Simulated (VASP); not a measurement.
# GaBiTe2Se (P-6m2) in VASP: notebook

Runs on GaBiTe2Se. Level: PBE. Tasks: single point, relaxation of cell and atoms.

All numbers are computed with VASP 6.6.1; they aren't measurements. Logs are shortened: lines on timing, memory, paths and dates and some standing lists are left out, and cuts for length are marked.

### Step 1. The cell of the first run

It takes space group P-6m2 (No. 187, hexagonal). Conventional cell: a = 5.267 Å, b = 5.267 Å, c = 6.562 Å, α = 90.00°, β = 90.00°, γ = 120.00°. Ga (site symmetry -6m2) has 3 Se at 3.04 Å and 5 Te at 3.04 to 3.28 Å within 4.0 Å. Within 4.0 Å of Bi (site symmetry -6m2) lie 5 Te at 3.04 to 3.28 Å. Te (site symmetry -6m2) has 3 Se at 3.04 Å and 3 Ga at 3.04 Å and 2 Bi at 3.28 Å within 4.0 Å. Within 4.0 Å of Te (site symmetry -6m2) lie 3 Bi at 3.04 Å and 2 Ga at 3.28 Å. Se (site symmetry -6m2) has 3 Te at 3.04 Å and 3 Ga at 3.04 Å within 4.0 Å.

The cell was built from a structure type or drawn by symmetry, and may not be a known phase.

### Step 2. Single point, PBE

Contents of INCAR:

```
SYSTEM = GaBiTe2Se
PREC = Accurate
ENCUT = 520
EDIFF = 1E-6
ISMEAR = 0
SIGMA = 0.1
LREAL = .FALSE.
LASPH = .TRUE.
NELM = 60
ALGO = Normal
ISIF = 2
LWAVE = .FALSE.
LCHARG = .FALSE.
GGA = PE
NBANDS = 31
```

Contents of KPOINTS:

```
Automatic mesh
0
G
  6 6 2
  0 0 0
```

Contents of POSCAR:

```
GaBiTe2Se
1.0
    5.2672331109      0.0000000000      0.0000000000
   -2.6336165554      4.5615576817      0.0000000000
    0.0000000000      0.0000000000      6.5615877544
Ga Bi Te Se
1 1 2 1
Direct
    0.3333333333      0.6666666667      0.5000000000
    0.6666666667      0.3333333333      0.0000000000
    0.6666666667      0.3333333333      0.5000000000
    0.3333333333      0.6666666667      0.0000000000
    0.0000000000      0.0000000000      0.5000000000
```

Potentials or basis: VASP PAW PBE potentials, release 64 (Ga_d, Bi_d, Te, Se).

Started as:

```console
> cat potpaw_PBE.64/Ga_d/POTCAR potpaw_PBE.64/Bi_d/POTCAR potpaw_PBE.64/Te/POTCAR potpaw_PBE.64/Se/POTCAR > POTCAR
> mpirun -np 1 vasp_std > vasp.out
```

OUTCAR:

```text
SYSTEM = GaBiTe2Se
   PREC = Accurate
   ENCUT = 520
   EDIFF = 1E-6
   ISMEAR = 0
   LREAL = .FALSE.
   LASPH = .TRUE.
   NELM = 60
   ISIF = 2
   GGA = PE

 ion  position               nearest neighbor table
   1  0.333  0.667  0.500-   3 3.04   3 3.04   3 3.04   4 3.28   4 3.28
   2  0.667  0.333  0.000-   4 3.04   4 3.04   4 3.04   3 3.28   3 3.28
   3  0.667  0.333  0.500-   5 3.04   1 3.04   1 3.04   5 3.04   5 3.04   1 3.04   2 3.28   2 3.28

   4  0.333  0.667  0.000-   2 3.04   2 3.04   2 3.04   1 3.28   1 3.28
   5  0.000  0.000  0.500-   3 3.04   3 3.04   3 3.04

  LATTYP: Found a hexagonal cell.
 ALAT       =     5.2672331109
 C/A-ratio  =     1.2457371102

  Lattice vectors:

 A1 = (   5.2672331109,   0.0000000000,   0.0000000000)
 A2 = (  -2.6336165554,   4.5615576817,   0.0000000000)
 A3 = (   0.0000000000,   0.0000000000,   6.5615877544)

Analysis of symmetry for initial positions (statically):
=====================================================================
 Subroutine PRICEL returns:
 Original cell was already a primitive cell.

 Routine SETGRP: Setting up the symmetry group for a
 hexagonal supercell.

 Subroutine GETGRP returns: Found 12 space group operations
 (whereof 12 operations were pure point group operations)
 out of a pool of 24 trial point group operations.

The static configuration has the point symmetry D_3h.

Analysis of symmetry for dynamics (positions and initial velocities):
=====================================================================
 Subroutine PRICEL returns:
 Original cell was already a primitive cell.

 Routine SETGRP: Setting up the symmetry group for a
 hexagonal supercell.

 Subroutine GETGRP returns: Found 12 space group operations
 (whereof 12 operations were pure point group operations)
 out of a pool of 24 trial point group operations.

The dynamic configuration has the point symmetry D_3h.

 Subroutine INISYM returns: Found 12 space group operations
 (whereof 12 operations are pure point group operations),
 and found     1 'primitive' translations

----------------------------------------------------------------------------------------

                                     Primitive cell

  volume of cell :     157.6539

  direct lattice vectors                    reciprocal lattice vectors
     5.267233111  0.000000000  0.000000000     0.189852999  0.109611680  0.000000000
    -2.633616555  4.561557682  0.000000000     0.000000000  0.219223360  0.000000000
     0.000000000  0.000000000  6.561587754     0.000000000  0.000000000  0.152402138

  length of vectors
     5.267233111  5.267233111  6.561587754     0.219223360  0.219223360  0.152402138

  position of ions in fractional coordinates (direct lattice)
     0.333333333  0.666666667  0.500000000
     0.666666667  0.333333333  0.000000000
     0.666666667  0.333333333  0.500000000
     0.333333333  0.666666667  0.000000000
     0.000000000  0.000000000  0.500000000

  ion indices of the primitive-cell ions
   primitive index   ion index
                 1           1
                 2           2
                 3           3
                 4           4
                 5           5

----------------------------------------------------------------------------------------

 KPOINTS: Automatic mesh

Automatic generation of k-mesh.
 Grid dimensions read from file:
 generate k-points for:    6    6    2

 Generating k-lattice:

  Cartesian coordinates                     Fractional coordinates (reciprocal lattice)
     0.031642166  0.018268613  0.000000000     0.166666667  0.000000000  0.000000000
     0.000000000  0.036537227  0.000000000     0.000000000  0.166666667  0.000000000
     0.000000000  0.000000000  0.076201069     0.000000000  0.000000000  0.500000000

  Length of vectors
     0.036537227  0.036537227  0.076201069

  Shift w.r.t. Gamma in fractional coordinates (k-lattice)
     0.000000000  0.000000000  0.000000000

 Subroutine IBZKPT returns following result:
 ===========================================

 Found     14 irreducible k-points:

 Following reciprocal coordinates:
            Coordinates               Weight
  0.000000  0.000000  0.000000      1.000000
  0.166667 -0.000000  0.000000      6.000000
  0.333333  0.000000  0.000000      6.000000
  0.500000  0.000000  0.000000      3.000000
  0.166667  0.166667  0.000000      6.000000
  0.333333  0.166667  0.000000     12.000000
  0.333333  0.333333  0.000000      2.000000
  0.000000  0.000000  0.500000      1.000000
  0.166667 -0.000000  0.500000      6.000000
  0.333333  0.000000  0.500000      6.000000
  0.500000  0.000000  0.500000      3.000000
  0.166667  0.166667  0.500000      6.000000
  0.333333  0.166667  0.500000     12.000000
  0.333333  0.333333  0.500000      2.000000
   k-points           NKPTS =     14   k-points in BZ     NKDIM =     14   number of bands    NBANDS=     31
   number of dos      NEDOS =    301   number of ions     NIONS =      5
   total plane-waves  NPLWV =  80000
   dimension x,y,z NGX =    40 NGY =   40 NGZ =   50
   dimension x,y,z NGXF=    80 NGYF=   80 NGZF=  100
   ions per type =               1   1   2   1
   NGX,Y,Z   is equivalent  to a cutoff of  12.62, 12.62, 12.67 a.u.
   NGXF,Y,Z  is equivalent  to a cutoff of  25.25, 25.25, 25.34 a.u.
 SYSTEM =  GaBiTe2Se
   PREC   = accura    normal or accurate (medium, high low for compatibility)
   ISTART =      0    job   : 0-new  1-cont  2-samecut
   ICHARG =      2    charge: 1-file 2-atom 10-const
   ISPIN  =      1    spin polarized calculation?
   LNONCOLLINEAR =      F non collinear calculations
   LSORBIT =      F    spin-orbit coupling
   LASPH  =      T    aspherical Exc in radial PAW
   ENCUT  =  520.0 eV  38.22 Ry    6.18 a.u.   9.79  9.79 12.20*2*pi/ulx,y,z
   NELM   =     60;   NELMIN=  2; NELMDL= -5     # of ELM steps
   EDIFF  = 0.1E-05   stopping-criterion for ELM
   LREAL  =      F    real-space projection
   EDIFFG = 0.1E-04   stopping-criterion for IOM
   NSW    =      0    number of steps for IOM
   IBRION =     -1    ionic relax: 0-MD 1-quasi-New 2-CG
   NFREE  =      0    steps in history (QN), initial steepest desc. (CG)
   ISIF   =      2    stress and relaxation
   ISYM   =      2    0-nonsym 1-usesym 2-fastsym
   POTIM  = 0.5000    time-step for ionic-motion
   TEBEG  =    0.0;   TEEND  =   0.0 temperature during run
   PSTRESS=    0.0 pullay stress
   NELECT =      46.0000    total number of electrons
   NUPDOWN=      -1.0000    fix difference up-down
   EMIN   =  10.00;   EMAX   =-10.00  energy-range for DOS
   EFERMI =   0.00;   METHOD = LEGACY
   ISMEAR =     0;   SIGMA  =   0.10  broadening in eV -4-tet -1-fermi 0-gaus
   EFERMI_NEDOS =   21; number of points for ismear=-14 and -15
   IALGO  =     38    algorithm
   IMIX   =      4    mixing-type and parameters
     AMIX     =   0.40;   BMIX     =  1.00
     AMIX_MAG =   1.60;   BMIX_MAG =  1.00
  volume/ion in A,a.u.               =      31.53       212.78
  Fermi-wavevector in a.u.,A,eV,Ry     =   1.085823  2.051909 16.041440  1.179013
  Thomas-Fermi vector in A             =   2.221946
   LORBIT       =      0    0 simple, 1 ext, 2 COOP (PROOUT), +10 PAW based schemes
   GGA     = PE    functional components
   LHFCALC =     F    Hartree Fock is set to
   AEXX    =    0.0000 exact exchange contribution
   IVDW    =     0    specifies the selected vdW correction
   LEPSILON=     F    determine dielectric tensor
   LRPA    =     F    only Hartree local field effects (RPA)
 non-spin polarized calculation
 Gauss-broadening in eV      SIGMA  =   0.10
  energy-cutoff  :      520.00
  volume of cell :      157.65
 maximum number of plane-waves:      4280
 NGX is ok and might be reduce to    40
   NGX = 19   NGY = 19   NGZ = 25

 number of electron      45.9999986 magnetization

 Free energy of the ion-electron system (eV)
  ---------------------------------------------------
  ext. energy  EPLUGINS =         0.00000000
  ---------------------------------------------------
  free energy    TOTEN  =       -16.21754584 eV

  energy without entropy =      -16.19546698  energy(sigma->0) =      -16.20650641

 E-fermi :   4.9799     XC(G=0):  -9.1107

 val. band max:        4.9626878078   @ k =   0.3333   0.1667   0.0000
 cond. band min:       4.9991206560   @ k =   0.5000   0.0000   0.0000
 fundamental gap:      0.0364328482
 Fermi energy:         4.9798649582

 k-point     1 :       0.0000    0.0000    0.0000
  band No.  band energies     occupation
      1     -18.4546      2.00000
      2     -18.4546      2.00000
      3     -18.3257      2.00000
      4     -18.3257      2.00000
      5     -18.3045      2.00000
      6      -9.9767      2.00000
[... 23 lines left out ...]
     30       9.9168      0.00000
     31      10.9241      0.00000

 k-point     2 :       0.1667   -0.0000    0.0000
  band No.  band energies     occupation
      1     -18.4549      2.00000
      2     -18.4538      2.00000
      3     -18.3258      2.00000
      4     -18.3257      2.00000
      5     -18.3037      2.00000
      6      -9.9701      2.00000
[... 23 lines left out ...]
     30      10.0249      0.00000
     31      10.2303      0.00000

 k-point     3 :       0.3333    0.0000    0.0000
  band No.  band energies     occupation
      1     -18.4557      2.00000
      2     -18.4524      2.00000
      3     -18.3261      2.00000
      4     -18.3257      2.00000
      5     -18.3023      2.00000
      6      -9.9588      2.00000
[... 23 lines left out ...]
     30       9.8203      0.00000
     31       9.9117      0.00000

 k-point     4 :       0.5000    0.0000    0.0000
  band No.  band energies     occupation
      1     -18.4560      2.00000
      2     -18.4517      2.00000
      3     -18.3263      2.00000
      4     -18.3258      2.00000
      5     -18.3016      2.00000
      6      -9.9541      2.00000
[... 295 lines left out ...]
     30      10.2307      0.00000
     31      10.9962      0.00000

 k-point    13 :       0.3333    0.1667    0.5000
  band No.  band energies     occupation
      1     -18.4560      2.00000
      2     -18.4518      2.00000
      3     -18.3263      2.00000
      4     -18.3259      2.00000
      5     -18.3013      2.00000
      6      -9.9503      2.00000
[... 23 lines left out ...]
     30       9.5504      0.00000
     31      10.3984      0.00000

 k-point    14 :       0.3333    0.3333    0.5000
  band No.  band energies     occupation
      1     -18.4561      2.00000
      2     -18.4515      2.00000
      3     -18.3263      2.00000
      4     -18.3260      2.00000
      5     -18.3009      2.00000
      6      -9.9472      2.00000
[... 23 lines left out ...]
     30       9.5484      0.00000
     31       9.8634      0.00000

------------------------ aborting loop because EDIFF is reached ----------------------------------------

  FORCE on cell =-STRESS in cart. coord.  units (eV):
  Direction    XX          YY          ZZ          XY          YZ          ZX
  --------------------------------------------------------------------------------------
  -------------------------------------------------------------------------------------
  Total       -0.0763054     -0.0763054      0.0749672     -0.0000000     -0.0000000      0.0000000
  in kB       -0.7754636     -0.7754636      0.7618633     -0.0000000     -0.0000000      0.0000000
  external PRESSURE =      -0.2630213 kB  Pullay stress =       0.0000000 kB

 VOLUME and BASIS-vectors are now :
 -----------------------------------------------------------------------------
  energy-cutoff  :      520.00
  volume of cell :      157.65
      direct lattice vectors                 reciprocal lattice vectors
     5.267233111  0.000000000  0.000000000     0.189852999  0.109611680  0.000000000
    -2.633616555  4.561557682  0.000000000     0.000000000  0.219223360  0.000000000
     0.000000000  0.000000000  6.561587754     0.000000000  0.000000000  0.152402138

 POSITION                                       TOTAL-FORCE (eV/Angst)
 -----------------------------------------------------------------------------------
     -0.00000      3.04104      3.28079         0.000000     -0.000000      0.000000
      2.63362      1.52052      0.00000        -0.000000      0.000000      0.000000
      2.63362      1.52052      3.28079        -0.000000      0.000000      0.000000
     -0.00000      3.04104      0.00000        -0.000000      0.000000      0.000000
      0.00000      0.00000      3.28079        -0.000000      0.000000      0.000000
 -----------------------------------------------------------------------------------
    total drift:                               -0.000002      0.000001     -0.000000

  FREE ENERGIE OF THE ION-ELECTRON SYSTEM (eV)
  ---------------------------------------------------
  free  energy   TOTEN  =       -16.2175458382 eV

  energy  without entropy=      -16.1954669849  energy(sigma->0) =      -16.20650641
```

It took 37 s on 1 thread of Intel Xeon 6975P-C (Granite Rapids), shared host; peak memory 0.31 GiB.

What came out:

```yaml
Free_energy: -16.2175 eV
Pressure: 0.0 GPa
Band_gap_on_the_k_mesh: zero (bands 23 and 24 overlap by 0.89 eV)
```

Stress tensor (GPa, compression positive):
```
-0.08  0.00  0.00
 0.00 -0.08  0.00
 0.00  0.00  0.08
```

Levels at points of the mesh, in eV from the Fermi level:
```csv
k point,band 20,band 21,band 22,band 23,band 24,band 25,band 26,band 27
"(0.00, 0.00, 0.00)",-3.45,-1.78,-1.78,-1.67,-0.85,0.68,0.68,2.92
"(0.50, 0.00, 0.00)",-2.60,-1.38,-0.42,0.02,0.98,1.74,2.74,3.00
"(0.00, 0.00, 0.50)",-2.94,-2.08,-2.08,-2.01,-0.23,0.44,0.44,1.28
"(0.50, 0.00, 0.50)",-1.88,-0.94,-0.40,-0.33,0.31,0.99,1.65,1.73
```

Caveat: the k points lie up to 0.48 Å⁻¹ apart, too coarse for converged energies and pressures of a metal; spin-orbit coupling is left out, which moves the levels of the heavy elements.

### Step 3. Single point, PBE

This run uses another cell than the first one, of 32.85 Å³/atom.

Contents of INCAR:

```
SYSTEM = GaBiTe2Se
  ALGO = Normal
  EDIFF = 1E-6
  ENCUT = 520
  GGA = PE
  ISIF = 2
  ISMEAR = 0
  LASPH = .True.
  LCHARG = .False.
  LREAL = .False.
  LWAVE = .False.
  NBANDS = 31
  NELM = 60
  PREC = Accurate
  SIGMA = 0.1
```

Contents of KPOINTS:

```
k-points
0
Gamma
  6 6 2
  0 0 0
```

Contents of POSCAR:

```
GaBiTe2Se
1.0
    4.3399799600      0.0000000000      0.0000000000
   -2.1699899800      3.7585329000      0.0000000000
    0.0000000000      0.0000000000     10.0704663900
Ga Bi Te Se
1 1 2 1
Direct
    0.3333333300      0.6666666700      0.5000000000
    0.6666666700      0.3333333300      0.0000000000
    0.6666666700      0.3333333300      0.5000000000
    0.3333333300      0.6666666700      0.0000000000
    0.0000000000      0.0000000000      0.5000000000
```

Potentials or basis: VASP PAW PBE potentials, release 64 (Ga_d, Bi_d, Te, Se).

Started as:

```console
> cat potpaw_PBE.64/Ga_d/POTCAR potpaw_PBE.64/Bi_d/POTCAR potpaw_PBE.64/Te/POTCAR potpaw_PBE.64/Se/POTCAR > POTCAR
> mpirun -np 1 vasp_std > vasp.out
```

Wall time 47 s (1 thread of Intel Xeon 6975P-C (Granite Rapids), shared host); peak memory 0.32 GiB.

The run converged. Its results:

* Free energy: -7.4910 eV
* Pressure: 34.8 GPa
* Band gap on the k mesh: zero (bands 23 and 24 overlap by 1.33 eV)

Stress tensor (GPa, compression positive):
```
52.36  0.00  0.00
 0.00 52.36  0.00
 0.00  0.00 -0.34
```

Levels at points of the mesh, in eV from the Fermi level:
| k point | band 21 | band 22 | band 23 | band 24 | band 25 | band 26 |
| --- | --- | --- | --- | --- | --- | --- |
| (0.00, 0.00, 0.00) | -4.00 | -4.00 | -2.51 | 0.60 | 0.86 | 0.86 |
| (0.50, 0.00, 0.00) | -2.46 | -0.99 | 1.01 | 1.39 | 2.35 | 2.45 |
| (0.00, 0.00, 0.50) | -4.00 | -4.00 | -2.51 | 0.58 | 0.86 | 0.86 |
| (0.50, 0.00, 0.50) | -2.45 | -1.05 | 1.04 | 1.31 | 2.37 | 2.45 |

Caveat: the cell stands under pressure; spin-orbit coupling is left out, which moves the levels of the heavy elements; this functional lacks dispersion, which binds the layers, so the pressure and a relaxed spacing across them are unreliable.

[end of part 1 of 2]
